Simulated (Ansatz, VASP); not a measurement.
Ni in VASP and in Ansatz

```
Ni
1.0
    -1.37812    1.37812    1.37812
     1.37812   -1.37812    1.37812
     1.37812    1.37812   -1.37812
Ni
1
Cartesian
  0.0000 0.0000 0.0000
```

Alike in both runs: functional PBEsol; k mesh 21 × 21 × 21; occupations fermi-dirac, width 0.08 eV; collinear spin.

Ansatz relaxed the structure, and its values are those at the end. VASP's run is a single point on that final structure, the one shown.

|  | VASP | Ansatz |
| --- | --- | --- |
| version | VASP 6.6.1 | Ansatz 0.2.0 |
| potentials or method | VASP PAW PBE potentials, release 64 (Ni) | PAW with Ansatz's default frozen-core files, scalar-relativistic |
| plane-wave cutoff (eV) | 520 | 420 |
| valence electrons in the cell | 10 | 18 |

```tsv
	VASP	Ansatz	Ansatz less VASP
pressure (GPa)	-0.1	0.0	+0.06
net moment per atom (μB)	0.50	0.51	+0.012
size of the moment on the site where the two differ most (μB)	0.50	0.54	+0.032
```

VASP's potentials were made for PBE, not for PBEsol. Site moments also hang on the region over which each program counts them. With one functional, cell and mesh, what is left measures potentials, basis and numerics. VASP's potentials hold 10 valence electrons a cell and Ansatz's 18, so a difference there can come from the potentials and not from the codes.
